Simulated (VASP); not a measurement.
Here is a VASP 6.6.1 calculation.

INCAR

```
SYSTEM = Al2Cu
PREC = Accurate
ENCUT = 600
EDIFF = 1E-7
ISMEAR = 0
SIGMA = 0.2
LREAL = .FALSE.
LASPH = .TRUE.
NELM = 80
ALGO = Normal
ISIF = 3
LWAVE = .FALSE.
LCHARG = .FALSE.
GGA = PE
IBRION = 2
NSW = 36
EDIFFG = -0.08
```

Contents of KPOINTS:

```
Automatic mesh
0
G
  4 3 4
  0 0 0
```

The input POSCAR:

```
Al2Cu
1.0
    3.8059194900      0.0000000000      0.0000000000
    0.0000000000      5.5377816800      0.0000000000
    0.0000000000      0.0000000000      4.7746695200
Al Cu
4 2
Direct
    0.0000000000      0.1627608200      0.3363568800
    0.0000000000      0.8372391800      0.3363568800
    0.5000000000      0.6627608200      0.6636431200
    0.5000000000      0.3372391800      0.6636431200
    0.0000000000      0.5000000000      0.6694314800
    0.5000000000      0.0000000000      0.3305685200
```

Potentials or basis: VASP PAW PBE potentials, release 64 (Al, Cu).

The run is started by

```console
$ cat potpaw_PBE.64/Al/POTCAR potpaw_PBE.64/Cu/POTCAR > POTCAR
$ mpirun -np 1 vasp_std > vasp.out
```

Question: Predict the relaxed volume.

Answer: 16.08 Å³/atom.

Question: What does it give for the band gap on the k mesh?

Answer: Zero (bands 17 and 18 overlap by 4.16 eV).

Step by step:
| step | energy change (eV) | largest force (eV/Å) | pressure (GPa) | volume (Å³) |
| --- | --- | --- | --- | --- |
| 1 | 0.0000 | 16.6751 | 53.95 | 100.63 |
| 2 | -6.5774 | 1.5165 | -5.59 | 197.68 |
| 3 | -6.9971 | 1.3748 | -5.90 | 189.83 |
| 4 | -7.4036 | 1.2574 | -6.27 | 182.60 |
| 5 | -10.3725 | 1.5305 | -5.36 | 138.88 |
| 6 | -11.2656 | 1.5193 | 2.28 | 119.06 |
| 7 | -11.2623 | 1.5465 | 0.33 | 121.80 |
| 8 | -11.2728 | 1.5317 | 1.23 | 120.47 |
| 9 | -11.6518 | 0.8688 | -3.25 | 123.34 |
| 10 | -11.7873 | 0.3941 | -8.20 | 128.37 |
| 11 | -12.0284 | 0.5082 | -8.37 | 125.21 |
| 12 | -12.7501 | 0.8691 | -7.99 | 115.94 |
| 13 | -13.3695 | 1.2887 | 1.02 | 98.34 |
| 14 | -13.3925 | 1.1979 | -3.98 | 104.25 |
| 15 | -13.4277 | 1.2241 | -2.51 | 102.17 |
| 16 | -13.6265 | 0.9090 | -1.26 | 99.56 |
| 17 | -13.7431 | 0.5390 | 1.44 | 95.98 |
| 18 | -13.7437 | 0.5117 | 1.77 | 95.64 |
| 19 | -13.8146 | 0.3718 | 0.34 | 96.86 |
| 20 | -13.8868 | 0.2298 | -2.97 | 100.35 |
| 21 | -13.9215 | 0.2816 | -2.51 | 99.76 |
| 22 | -13.9384 | 0.3451 | -1.93 | 99.05 |
| 23 | -13.9626 | 0.2557 | -0.99 | 97.94 |
| 24 | -13.9779 | 0.1316 | 0.44 | 96.39 |
| 25 | -13.9782 | 0.1128 | 0.70 | 96.14 |
| 26 | -13.9816 | 0.0651 | 0.30 | 96.50 |

Caveat: the k points lie up to 0.39 Å⁻¹ apart in the final cell, too coarse for converged energies and pressures of a metal; a cell axis changed by over 15 % at a fixed basis, so the end point is rough; the relaxation stopped at a loose force limit of 0.08 eV/Å, so its end isn't a converged minimum.
